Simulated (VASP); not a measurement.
Here is a VASP 6.6.1 calculation.

The input INCAR:

```
SYSTEM = MgC18
PREC     = Accurate       ! precision mode
ENCUT    = 520            ! plane-wave cutoff, eV
EDIFF    = 1E-7           ! SCF threshold, eV
ISMEAR   = -1             ! smearing method
SIGMA    = 0.05           ! smearing width, eV
LREAL    = Auto         
LASPH    = .True.         ! aspherical terms in the spheres
NELM     = 100            ! most SCF steps
ALGO     = Normal         ! electronic algorithm
ISIF     = 2              ! what is computed and relaxed
LWAVE    = .False.        ! write WAVECAR
LCHARG   = .False.        ! write CHGCAR
GGA      = PE             ! functional
IVDW     = 12             ! dispersion correction
NBANDS   = 52             ! bands
```

The input KPOINTS:

```
regular mesh
0
Gamma
  2 2 1
  0 0 0
```

The input POSCAR:

```
MgC18
1.0
    7.3980000000      0.0000000000      0.0000000000
   -3.6990000000      6.4068560000      0.0000000000
    0.0000000000      0.0000000000     12.0000000000
C Mg
18 1
Direct
    0.0030363195      0.0018406844      0.0778445000
    0.2266608357      0.1136512199      0.0777209167
    0.0041601387      0.3360504747      0.0776448333
    0.2255607882      0.4467044366      0.0772945000
    0.0039495108      0.6683599569      0.0775051667
    0.2257609561      0.7793056376      0.0771791667
    0.3375907427      0.0029114124      0.0775277500
    0.5588704030      0.1134804653      0.0778254167
    0.3373886581      0.3349438477      0.0776133333
    0.5590548143      0.4458181985      0.0778396667
    0.3365272024      0.6685683274      0.0771049167
    0.5601296953      0.7803769899      0.0774560000
    0.6707005584      0.0016722711      0.0777813333
    0.8923568708      0.1124420465      0.0778494167
    0.6696658881      0.3351495648      0.0779579167
    0.8932724107      0.4469457406      0.0777689167
    0.6708864037      0.6694629940      0.0777446667
    0.8921594483      0.7801653416      0.0777760833
    0.1808002249      0.6048153728      0.3550650000
```

Potentials or basis: VASP PAW PBE potentials, release 64 (C, Mg).

Launch:

```console
$ cat potpaw_PBE.64/C/POTCAR potpaw_PBE.64/Mg/POTCAR > POTCAR
$ mpirun -np 1 vasp_std > vasp.out
```

Task: What does it give for the dispersion energy per atom?

Result: -0.099 eV.

Task: Estimate the largest force.

Result: 0.023 eV/Å.

Forces on the atoms (eV/Å):
```
C    0.004 -0.003 -0.001
C    0.004 -0.004  0.006
C    0.007  0.013 -0.001
C   -0.006  0.022  0.000
C    0.020  0.000  0.001
C   -0.001 -0.011 -0.001
C   -0.004  0.002 -0.002
C   -0.003  0.009  0.004
C    0.008 -0.005 -0.001
C   -0.005 -0.001  0.001
C   -0.007 -0.006  0.000
C   -0.004 -0.004 -0.006
C    0.012 -0.005  0.003
C   -0.014 -0.003  0.004
C   -0.003 -0.005  0.003
C    0.007 -0.003  0.000
C    0.000  0.010  0.006
C   -0.007 -0.002 -0.002
Mg  -0.006 -0.006 -0.016
```

Caveat: the k points lie up to 0.49 Å⁻¹ apart; there is no dipole correction, which matters where the two faces differ.
